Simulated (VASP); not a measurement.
Here is a VASP 6.6.1 calculation.

The input INCAR:

```
SYSTEM = BaTiO3
  PREC = Accurate
  ENCUT = 520
  EDIFF = 1E-6
  ISMEAR = 0
  SIGMA = 0.05
  LREAL = .FALSE.
  LASPH = .TRUE.
  NELM = 150
  ALGO = Normal
  ISIF = 2
  LWAVE = .FALSE.
  LCHARG = .FALSE.
  LMAXMIX = 4
  LDAU = .TRUE.
  LDAUTYPE = 2
  LDAUL = -1 2 -1
  LDAUU = 0 4 0
  LDAUJ = 0 0 0
  LDAUPRINT = 1
  GGA = PE
  NBANDS = 28
```

File KPOINTS:

```
regular mesh
0
G
  6 6 6
  0 0 0
```

Contents of POSCAR:

```
BaTiO3
1.0
    3.9435594665      0.0000000000      0.0000000000
    0.0000000000      2.8269301172      2.9813313255
    0.0000000000     -2.8269301172      2.9813313255
Ba Ti O
1 1 3
Direct
    0.0000000000      0.0080771845      0.0080771845
    0.5000000000      0.5197092871      0.5197092871
    0.0000000000      0.4916268390      0.4916268390
    0.5000000000      0.4938075372      0.9829991522
    0.5000000000      0.9829991522      0.4938075372
```

Potentials or basis: VASP PAW PBE potentials, release 64 (Ba_sv, Ti_sv, O).

Run with:

```sh
$ cat potpaw_PBE.64/Ba_sv/POTCAR potpaw_PBE.64/Ti_sv/POTCAR potpaw_PBE.64/O/POTCAR > POTCAR
$ mpirun -np 1 vasp_std > vasp.out
```

**Question.** What does it give for the pressure?

**Answer.** 3.9 GPa.

**Question.** Predict the largest force.

**Answer.** 0.310 eV/Å.

**Question.** What does it give for the band gap on the k mesh?

**Answer.** 2.38 eV, indirect (least direct gap 2.75 eV).

Eigenvalues of the final occupation matrices:
```csv
site,spin,trace,eigenvalues
site 2 d,1,0.81,0.11 0.11 0.11 0.24 0.24
site 2 d,2,0.81,0.11 0.11 0.11 0.24 0.24
```

Caveat: spin-orbit coupling is left out, which moves the levels of the heavy elements. A k mesh can miss the band edges.
